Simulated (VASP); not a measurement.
## Ge4Se3: single point with PBE

Ge4Se3:

```
Ge Se
1.0
     5.56408    0.00000    0.00000
     0.00000    5.56408    0.00000
     0.00000    0.00000    5.56408
Ge Se
4 3
Cartesian
  4.0100 4.0100 4.0100
  1.5541 1.5541 4.0100
  1.5541 4.0100 1.5541
  4.0100 1.5541 1.5541
  0.0000 0.0000 2.7820
  2.7820 0.0000 0.0000
  0.0000 2.7820 0.0000
```

The cell was built from a structure type or drawn by symmetry, and may not be a known phase.

- Program: VASP 6.6.1
- Task: single point
- Functional: PBE
- Potentials or basis: VASP PAW PBE potentials, release 64 (Ge_d, Se)
- Cutoff: 520 eV
- k mesh: 4 × 4 × 4
- Occupations: gaussian, width 0.1 eV
- Spin: no spin polarisation

```yaml
Pressure: 7.6 GPa
Largest_force: 1.899 eV/Å
Band_gap_on_the_k_mesh: zero (bands 37 and 38 overlap by 1.71 eV)
```

Forces in eV/Å, atoms in the order of the input:
```
Ge  -1.097 -1.097 -1.097
Ge   1.097  1.097 -1.097
Ge   1.097 -1.097  1.097
Ge  -1.097  1.097  1.097
Se   0.000  0.000  0.000
Se   0.000  0.000  0.000
Se   0.000  0.000  0.000
```

Levels at points of the mesh, in eV from the Fermi level:
```csv
k point,band 34,band 35,band 36,band 37,band 38,band 39,band 40,band 41
"(0.00, 0.00, 0.00)",-1.64,-1.64,-1.64,-1.07,-1.07,-0.89,1.12,1.12
"(0.50, 0.00, 0.00)",-3.15,-2.04,-2.04,-0.31,-0.18,1.13,2.13,2.27
"(0.50, 0.50, 0.00)",-3.57,-1.82,-1.82,0.64,0.64,0.92,1.18,2.55
"(0.50, 0.50, 0.50)",-2.48,-2.48,-2.48,0.21,0.21,0.21,1.83,1.83
```

It took 2.2 min on 1 thread of Intel Xeon 8259CL, with other jobs on the host, peak memory 0.28 GiB.

Caveat: the cell stands under pressure; forces of over 1 eV/Å act on the atoms, so gaps and moduli don't describe the material at rest.
